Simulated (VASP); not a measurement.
Input of a VASP 6.6.1 run:

Contents of INCAR:

```
SYSTEM = LaTe
PREC     = Accurate       ! precision mode
ENCUT    = 520            ! plane-wave cutoff, eV
EDIFF    = 1E-8           ! SCF threshold, eV
ISMEAR   = -1             ! smearing method
SIGMA    = 0.08           ! smearing width, eV
LREAL    = .False.        ! projectors in reciprocal space
LASPH    = .True.         ! aspherical terms in the spheres
NELM     = 60             ! most SCF steps
ALGO     = Normal         ! electronic algorithm
ISIF     = 2              ! what is computed and relaxed
LWAVE    = .False.        ! write WAVECAR
LCHARG   = .False.        ! write CHGCAR
GGA      = CA             ! functional
LEFG     = .True.       
NBANDS   = 16             ! bands
```

The input KPOINTS:

```
regular mesh
0
Gamma
  10 10 10
  0 0 0
```

POSCAR

```
LaTe
1.0
   -0.0321100000      3.1949450000      3.1949450000
    3.1949450000     -0.0321100000      3.1949450000
    3.1949450000      3.1949450000     -0.0321100000
La Te
1 1
Direct
    0.0000000000      0.0000000000      0.0000000000
    0.5000000000      0.5000000000      0.5000000000
```

Potentials or basis: VASP PAW LDA potentials, release 64 (La, Te).

Launch:

```bash
$ cat potpaw_LDA.64/La/POTCAR potpaw_LDA.64/Te/POTCAR > POTCAR
$ mpirun -np 1 vasp_std > vasp.out
```

(1) What does it give for the band gap on the k mesh?

(2) Predict the pressure.

## Answers

(1) zero (an odd number of electrons rules out a gap without spin polarisation).

(2) -2.1 GPa.

Caveat: the cell differs from its parent crystal (equal xy, yz and zx shear strains of -1 %); without QUAD_EFG the Cq values of the log hold for a quadrupole moment of 1 mb, not for the nuclei; spin-orbit coupling is left out, which moves the levels of the heavy elements.
